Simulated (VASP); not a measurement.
# Ga32As11P21 (P1) in VASP: single point with HSE06

Aim: the single point of Ga32As11P21 with HSE06.

Program: VASP 6.6.1. These are calculated values, not measurements. Logs are shortened: lines on timing, memory, paths and dates and some standing lists are left out, and cuts for length are marked.

### 1 The cell of the first run

The typed cell holds 64 atoms: a = 11.032 Å, b = 11.032 Å, c = 11.032 Å, α = 90.00°, β = 90.00°, γ = 90.00°.

### 2 Single point, HSE06

Contents of POSCAR:

```
Ga32As11P21
1.0
   11.0320340000      0.0000000000      0.0000000000
    0.0000000000     11.0320340000      0.0000000000
    0.0000000000      0.0000000000     11.0320340000
Ga P As
32 21 11
Direct
    0.9982860000      0.0055280000      0.0024230000
    0.9967640000      0.0005080000      0.5001100000
    0.9983190000      0.4991310000      0.0013900000
    0.9992610000      0.5021970000      0.4998070000
    0.5005370000      0.9968930000      0.9997450000
    0.4984760000      0.0020250000      0.4947170000
    0.4982690000      0.4999960000      0.0045740000
    0.4984320000      0.5033510000      0.4988850000
    0.2517470000      0.2550190000      0.0034060000
    0.2512760000      0.2493150000      0.4977220000
    0.2522080000      0.7518060000      0.0044930000
    0.2487800000      0.7512800000      0.4976650000
    0.7563330000      0.2519010000      0.9993220000
    0.7518980000      0.2484160000      0.5002170000
    0.7456310000      0.7521590000      0.0037430000
    0.7446590000      0.7470700000      0.4979740000
    0.2438530000      0.0012670000      0.2521040000
    0.2463420000      0.9954910000      0.7492920000
    0.2483630000      0.4987560000      0.2499980000
    0.2537450000      0.5020790000      0.7506710000
    0.7489000000      0.9992630000      0.2557840000
    0.7466610000      0.9988050000      0.7518230000
    0.7497710000      0.4991980000      0.2478490000
    0.7522380000      0.5004030000      0.7485610000
    0.0040070000      0.2474130000      0.2501400000
    0.9925770000      0.2517170000      0.7486660000
    0.0024030000      0.7483050000      0.2493210000
    0.9991310000      0.7522600000      0.7500610000
    0.4994950000      0.2475830000      0.2500630000
    0.5013670000      0.2459630000      0.7504060000
    0.4960460000      0.7501880000      0.2513850000
    0.4927870000      0.7516470000      0.7477650000
    0.1221520000      0.1249650000      0.1208300000
    0.1235320000      0.1220540000      0.6227210000
    0.1228370000      0.6212240000      0.6263140000
    0.6245780000      0.1206090000      0.1249520000
    0.6221940000      0.6285720000      0.6239700000
    0.3758470000      0.3788130000      0.1249350000
    0.3785780000      0.3754050000      0.6280920000
    0.3745440000      0.8798470000      0.1227460000
    0.3734040000      0.8751760000      0.6281980000
    0.8742390000      0.3736060000      0.1253260000
    0.8768520000      0.3714980000      0.6282230000
    0.3733330000      0.1295960000      0.3760530000
    0.3746810000      0.6260360000      0.3762700000
    0.3795690000      0.6231200000      0.8751290000
    0.8762810000      0.1273950000      0.3755590000
    0.8735650000      0.1248690000      0.8794640000
    0.8792840000      0.6247050000      0.3745610000
    0.1215320000      0.3730860000      0.3734060000
    0.1247020000      0.3749890000      0.8797530000
    0.1217970000      0.8702340000      0.8794810000
    0.6265800000      0.3755220000      0.8732420000
    0.1206810000      0.6218240000      0.1227140000
    0.6285060000      0.1224690000      0.6252760000
    0.6259490000      0.6203150000      0.1248080000
    0.8717810000      0.8772290000      0.1242790000
    0.8781600000      0.8743980000      0.6259510000
    0.3773570000      0.1225370000      0.8726900000
    0.8734380000      0.6247920000      0.8771320000
    0.1231840000      0.8792950000      0.3761960000
    0.6265920000      0.3769520000      0.3737520000
    0.6266370000      0.8753600000      0.3707770000
    0.6235400000      0.8736440000      0.8735390000
```

Contents of INCAR.step1:

```
PREC = Accurate ; ENCUT = 400
EDIFF = 1E-5 ; ISMEAR = -1
SIGMA = 0.05 ; LREAL = Auto
LASPH = True ; NELM = 120
ALGO = Normal ; ISIF = 2
LWAVE = True ; LCHARG = False
GGA = PE ; ISYM = -1
NBANDS = 326 ; GGA_COMPAT = False
KPAR = 1
```

Contents of INCAR.step2:

```
PREC = Accurate ; ENCUT = 400
EDIFF = 1E-6 ; ISMEAR = -1
SIGMA = 0.05 ; LREAL = Auto
LASPH = True ; NELM = 120
ALGO = Normal ; ISIF = 2
LWAVE = False ; LCHARG = False
GGA = PE ; LHFCALC = True
HFSCREEN = 0.2079 ; PRECFOCK = Fast
ISTART = 1 ; ISYM = -1
NBANDS = 326 ; GGA_COMPAT = False
KPAR = 1
```

Contents of KPOINTS:

```
explicit points
1
Reciprocal
  0.25000000   0.25000000   0.25000000 1
```

Potentials or basis: VASP PAW PBE potentials, release 64 (Ga_d, P, As).

Run with:

```sh
$ cat potpaw_PBE.64/Ga_d/POTCAR potpaw_PBE.64/P/POTCAR potpaw_PBE.64/As/POTCAR > POTCAR
$ cp INCAR.step1 INCAR
$ mpirun -np 4 vasp_std > vasp.out
$ cp INCAR.step2 INCAR
$ mpirun -np 4 vasp_std > vasp.out
```

OUTCAR:

```text
PREC = Accurate
   ENCUT = 400
   EDIFF = 1E-6
   ISMEAR = -1
   LREAL = Auto
   LASPH = True
   NELM = 120
   ISIF = 2
   GGA = PE
   LHFCALC = True
   HFSCREEN = 0.2079
   PRECFOCK = Fast
   ISTART = 1
   ISYM = -1

 ion  position               nearest neighbor table
   1  0.998  0.006  0.002-  33 2.30  48 2.34  57 2.40  52 2.43
   2  0.997  0.001  0.500-  58 2.36  34 2.36  61 2.37  47 2.37
   3  0.998  0.499  0.001-  54 2.33  51 2.37  42 2.38  60 2.39
   4  0.999  0.502  0.500-  49 2.34  35 2.35  50 2.41  43 2.43
   5  0.501  0.997  1.000-  40 2.33  64 2.37  36 2.38  59 2.39
   6  0.498  0.002  0.495-  44 2.37  63 2.41  55 2.43  41 2.46
[... 56 lines left out ...]
  63  0.627  0.875  0.371-  21 2.30  16 2.38  31 2.39   6 2.41
  64  0.624  0.874  0.874-  22 2.36   5 2.37  15 2.38  32 2.41

IMPORTANT INFORMATION: All symmetrisations will be switched off!
NOSYMM: (Re-)initialisation of all symmetry stuff for point group C_1.

----------------------------------------------------------------------------------------

                                     Primitive cell

  volume of cell :    1342.6622

  direct lattice vectors                    reciprocal lattice vectors
    11.032034000  0.000000000  0.000000000     0.090645116  0.000000000  0.000000000
     0.000000000 11.032034000  0.000000000     0.000000000  0.090645116  0.000000000
     0.000000000  0.000000000 11.032034000     0.000000000  0.000000000  0.090645116

  length of vectors
    11.032034000 11.032034000 11.032034000     0.090645116  0.090645116  0.090645116

  position of ions in fractional coordinates (direct lattice)
     0.998286000  0.005528000  0.002423000
     0.996764000  0.000508000  0.500110000
     0.998319000  0.499131000  0.001390000
     0.999261000  0.502197000  0.499807000
     0.500537000  0.996893000  0.999745000
     0.498476000  0.002025000  0.494717000
[... 56 lines left out ...]
     0.626637000  0.875360000  0.370777000
     0.623540000  0.873644000  0.873539000

  ion indices of the primitive-cell ions
   primitive index   ion index
                 1           1
                 2           2
                 3           3
                 4           4
                 5           5
                 6           6
[... 56 lines left out ...]
                63          63
                64          64

----------------------------------------------------------------------------------------

 KPOINTS: explicit points

Read explicit list of k-points.

 Found      1 k-points:

 Following reciprocal coordinates:
            Coordinates               Weight
  0.250000  0.250000  0.250000      1.000000
   k-points           NKPTS =      1   k-points in BZ     NKDIM =      1   number of bands    NBANDS=    328
   number of dos      NEDOS =    301   number of ions     NIONS =     64
   total plane-waves  NPLWV = 373248
   dimension x,y,z NGX =    72 NGY =   72 NGZ =   72
   dimension x,y,z NGXF=   144 NGYF=  144 NGZF=  144
   ions per type =              32  21  11
   NGX,Y,Z   is equivalent  to a cutoff of  10.85, 10.85, 10.85 a.u.
   NGXF,Y,Z  is equivalent  to a cutoff of  21.70, 21.70, 21.70 a.u.
 SYSTEM =  unknown system
   PREC   = accura    normal or accurate (medium, high low for compatibility)
   ISTART =      1    job   : 0-new  1-cont  2-samecut
   ICHARG =      0    charge: 1-file 2-atom 10-const
   ISPIN  =      1    spin polarized calculation?
   LNONCOLLINEAR =      F non collinear calculations
   LSORBIT =      F    spin-orbit coupling
   LASPH  =      T    aspherical Exc in radial PAW
   ENCUT  =  400.0 eV  29.40 Ry    5.42 a.u.  17.99 17.99 17.99*2*pi/ulx,y,z
   NELM   =    120;   NELMIN=  2; NELMDL=  0     # of ELM steps
   EDIFF  = 0.1E-05   stopping-criterion for ELM
   LREAL  =      T    real-space projection
   EDIFFG = 0.1E-04   stopping-criterion for IOM
   NSW    =      0    number of steps for IOM
   IBRION =     -1    ionic relax: 0-MD 1-quasi-New 2-CG
   NFREE  =      0    steps in history (QN), initial steepest desc. (CG)
   ISIF   =      2    stress and relaxation
   ISYM   =     -1    0-nonsym 1-usesym 2-fastsym
   POTIM  = 0.5000    time-step for ionic-motion
   TEBEG  =    0.0;   TEEND  =   0.0 temperature during run
   PSTRESS=    0.0 pullay stress
   NELECT =     576.0000    total number of electrons
   NUPDOWN=      -1.0000    fix difference up-down
   EMIN   =  10.00;   EMAX   =-10.00  energy-range for DOS
   EFERMI =   0.00;   METHOD = LEGACY
   ISMEAR =    -1;   SIGMA  =   0.05  broadening in eV -4-tet -1-fermi 0-gaus
   EFERMI_NEDOS =   21; number of points for ismear=-14 and -15
   IALGO  =     38    algorithm
   IMIX   =      1    mixing-type and parameters
     AMIX     =   0.40;   BMIX     =  1.00
     AMIX_MAG =   1.60;   BMIX_MAG =  1.00
  volume/ion in A,a.u.               =      20.98       141.57
  Fermi-wavevector in a.u.,A,eV,Ry     =   1.234696  2.333237 20.741733  1.524474
  Thomas-Fermi vector in A             =   2.369376
   LORBIT       =      0    0 simple, 1 ext, 2 COOP (PROOUT), +10 PAW based schemes
   GGA     = PE    functional components
   LHFCALC =     T    Hartree Fock is set to
   PRECFOCK=fast      Normal, Fast or Accurate (Low or Medium for compatibility)
   ENCUT4O =  -1.0   cutoff for four orbital integrals eV
   NKREDX  =     1    reduce k-point grid by
   NKREDY  =     1    reduce k-point grid by
   NKREDZ  =     1    reduce k-point grid by
   AEXX    =    0.2500 exact exchange contribution
   HFSCREEN=    0.2079 screening length (either q_TF or 0.3 A-1)
   HFSCREENC=   0.2079 screening length for correlation (either q_TF or 0.3 A-1)
   ENCUTFOCK=  -1.0 apply spherical cutoff to Coloumb kernel
   IVDW    =     0    specifies the selected vdW correction
   LEPSILON=     F    determine dielectric tensor
   LRPA    =     F    only Hartree local field effects (RPA)
 non-spin polarized calculation
  energy-cutoff  :      400.00
  volume of cell :     1342.66
 maximum number of plane-waves:     24387
 NGX is ok and might be reduce to    72
  NGX = 40; NGY = 40; NGZ = 40

 number of electron     576.0000035 magnetization

 Free energy of the ion-electron system (eV)
  ---------------------------------------------------
  ext. energy  EPLUGINS =         0.00000000
  ---------------------------------------------------
  free energy    TOTEN  =      -333.49545878 eV

  energy without entropy =     -333.49545878  energy(sigma->0) =     -333.49545878

 E-fermi :   4.9634     XC(G=0):  -8.1021

 val. band max:        3.7556810449   @ k =   0.2500   0.2500   0.2500
 cond. band min:       6.3666848306   @ k =   0.2500   0.2500   0.2500
 fundamental gap:      2.6110037857
 Fermi energy:         4.9634181554

 k-point     1 :       0.2500    0.2500    0.2500
  band No.  band energies     occupation
      1     -13.3799      2.00000
      2     -13.3612      2.00000
      3     -13.3537      2.00000
      4     -13.3483      2.00000
      5     -13.3362      2.00000
      6     -13.3269      2.00000
[... 292 lines left out ...]
    299       7.2273      0.00000
    300       7.3324      0.00000
 [bands above 300 left out]

------------------------ aborting loop because EDIFF is reached ----------------------------------------

  FORCE on cell =-STRESS in cart. coord.  units (eV):
  Direction    XX          YY          ZZ          XY          YZ          ZX
  --------------------------------------------------------------------------------------
  -------------------------------------------------------------------------------------
  Total        7.0307934      7.3317557      7.1120679     -4.7051267     -8.6832392     -4.5980867
  in kB        8.3897331      8.7488666      8.4867166     -5.6145523    -10.3615702     -5.4868231
  external PRESSURE =       8.5417721 kB  Pullay stress =       0.0000000 kB

 VOLUME and BASIS-vectors are now :
 -----------------------------------------------------------------------------
  energy-cutoff  :      400.00
  volume of cell :     1342.66
      direct lattice vectors                 reciprocal lattice vectors
    11.032034000  0.000000000  0.000000000     0.090645116  0.000000000  0.000000000
     0.000000000 11.032034000  0.000000000     0.000000000  0.090645116  0.000000000
     0.000000000  0.000000000 11.032034000     0.000000000  0.000000000  0.090645116

 POSITION                                       TOTAL-FORCE (eV/Angst)
 -----------------------------------------------------------------------------------
     11.01313      0.06099      0.02673         0.277435     -0.411440     -0.687972
     10.99633      0.00560      5.51723         0.055413      0.953690      0.073246
     11.01349      5.50643      0.01533        -0.262761     -1.022981     -0.369297
     11.02388      5.54025      5.51389         0.044636     -0.530436      0.175552
      5.52194     10.99776     11.02922         0.116671      0.422578      0.532413
      5.49920      0.02234      5.45773        -0.533577     -0.203184      0.527971
[... 56 lines left out ...]
      6.91308      9.65700      4.09042        -0.798283     -0.369916      0.686367
      6.87891      9.63807      9.63691        -0.240394     -0.319920      0.071961
 -----------------------------------------------------------------------------------
    total drift:                               -0.007957      0.000910      0.005854

  FREE ENERGIE OF THE ION-ELECTRON SYSTEM (eV)
  ---------------------------------------------------
  free  energy   TOTEN  =      -333.4954587827 eV

  energy  without entropy=     -333.4954587826  energy(sigma->0) =     -333.49545878
```

Wall time 29 min (4 MPI ranks of Intel Xeon Platinum 8259CL at 2.50GHz (Skylake/Cascade Lake), shared host); peak memory 0.83 GiB.

What came out:

```yaml
Free_energy: -333.4955 eV
Pressure: 0.9 GPa
Largest_force: 1.604 eV/Å
Band_gap_on_the_k_mesh: 2.61 eV
```

Forces in eV/Å, atoms in the order of the input:
```
Ga   0.277 -0.411 -0.688
Ga   0.055  0.954  0.073
Ga  -0.263 -1.023 -0.369
Ga   0.045 -0.530  0.176
Ga   0.117  0.423  0.532
Ga  -0.534 -0.203  0.528
Ga   0.091 -0.586 -1.178
Ga  -0.075 -0.010  0.572
Ga  -0.213 -0.205 -0.186
Ga  -0.349  0.450  0.667
Ga   0.219 -0.083 -0.695
Ga   0.267 -0.489  0.862
Ga  -0.926 -0.080  0.169
Ga   0.588  0.333  0.008
Ga   0.236 -0.286 -0.435
Ga   0.740 -0.413  0.221
Ga   0.916  0.717 -0.814
Ga  -0.508 -0.065  0.084
Ga   0.263 -0.157  0.438
Ga  -0.364 -0.379  0.205
Ga   0.517  1.320 -0.750
Ga   1.074  0.230  0.388
Ga   1.244 -0.048  0.314
Ga  -0.674 -0.271 -0.303
Ga  -0.512  0.154 -0.269
Ga   1.135 -0.629  0.693
Ga  -0.619  0.147  0.263
Ga   0.855 -0.649  0.344
Ga  -0.037 -0.073 -0.577
Ga   0.304  1.086 -0.049
Ga  -0.407 -0.080 -0.534
Ga   0.332 -0.534 -0.055
P    0.656  0.273  0.541
P   -0.028  0.434  0.290
P    0.409  0.524 -0.108
P    0.158  0.501  0.019
P    0.053 -0.429  0.176
P   -0.105 -0.531  0.496
P   -0.303 -0.092 -0.448
P   -0.207 -0.381  0.753
P   -0.154  0.143 -0.941
P    0.385  0.008  0.298
P   -0.531  0.799 -0.883
P   -0.011 -0.584 -0.487
P   -0.424 -0.056 -0.237
P   -0.548  0.376  0.293
P   -0.066 -0.255 -0.125
P    0.063 -0.070 -0.793
P   -0.725  0.007 -0.050
P    0.481  0.200  0.322
P   -0.040  0.036 -0.690
P    0.240  0.609 -0.185
P   -0.184 -0.123  0.275
As   0.825  0.327  0.322
As  -0.489  0.164 -0.415
As  -0.476  0.841  0.346
As   0.415 -0.107  0.475
As  -0.975  0.018 -0.281
As  -0.768  0.110  0.479
As  -0.001  0.304 -0.107
As  -0.138 -0.641 -0.070
As  -0.266 -0.321  0.342
As  -0.798 -0.370  0.686
As  -0.240 -0.320  0.072
```

Stress tensor (GPa, compression positive):
```
 0.84 -0.56 -0.55
-0.56  0.87 -1.04
-0.55 -1.04  0.85
```

Caveat: the PAW data sets were made with another functional, which shifts forces and pressure a little; a shifted mesh leaves out Γ, where band edges can lie.
